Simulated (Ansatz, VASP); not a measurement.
Rh: VASP beside Ansatz

```xyz
1
Lattice="0.0000 1.9228 1.9228 1.9228 0.0000 1.9228 1.9228 1.9228 0.0000" Properties=species:S:1:pos:R:3 pbc="T T T"
Rh    0.0000    0.0000    0.0000
```

Alike in both runs: task single point; functional r2SCAN; k mesh 12 × 12 × 12; occupations fermi-dirac, width 0.05 eV; no spin polarisation.

```csv
,VASP,Ansatz
version,VASP 6.6.1,Ansatz 0.2.0
potentials or method,"VASP PAW PBE potentials, release 64 (Rh_sv_GW)",Ansatz PAW
plane-wave cutoff (eV),580,500
valence electrons in the cell,17,17
```

VASP gave:

```
gap on the k mesh at the Fermi level (eV) : none
pressure (GPa)                            : -10.9
```

Task: Estimate Ansatz's values.

Result: gap on the k mesh at the Fermi level (eV): none; pressure (GPa): -9.4.

VASP's potentials were made for PBE, not for r2SCAN. A gap of «none» marks a metal or a gap that the smearing closes.
